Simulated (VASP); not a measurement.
The system is BP.

```
P B
1.0
     0.00000    2.26900    2.26900
     2.26900    0.00000    2.26900
     2.26900    2.26900    0.00000
P B
1 1
Direct
  0.75000 0.75000 0.75000
  0.00000 0.00000 0.00000
```

```yaml
Program: VASP 6.6.1
Task: relaxation of cell and atoms
Functional: PBEsol
Dispersion: D4
Potentials_or_basis: VASP PAW PBE potentials, release 64 (P, B)
Cutoff: 600 eV
k_mesh: 10 × 10 × 10
Occupations: fermi-dirac, width 0.05 eV
Spin: no spin polarisation
```

At the start: pressure -4.6 GPa; volume 11.68 Å³/atom.

Task: How do energy, volume and symmetry change on relaxing?

Result: Over 3 steps the energy falls by 4.7 meV/atom and the volume is 11.36 Å³/atom (-2.7 %); space group F-43m (No. 216, to 0.05 Å).

Step by step:
```csv
step,energy change (eV),largest force (eV/Å),pressure (GPa),volume (Å³)
1,0.0000,0.0000,-4.58,23.36
2,-0.0039,0.0000,3.79,22.25
3,-0.0094,0.0000,0.00,22.72
```

Final structure:
```
P B
1.0
     0.00000    2.24809    2.24809
     2.24809    0.00000    2.24809
     2.24809    2.24809    0.00000
P B
1 1
Direct
  0.75000 0.75000 0.75000
  0.00000 0.00000 0.00000
```

Caveat: the PAW data sets were made with another functional, which shifts forces and pressure a little.
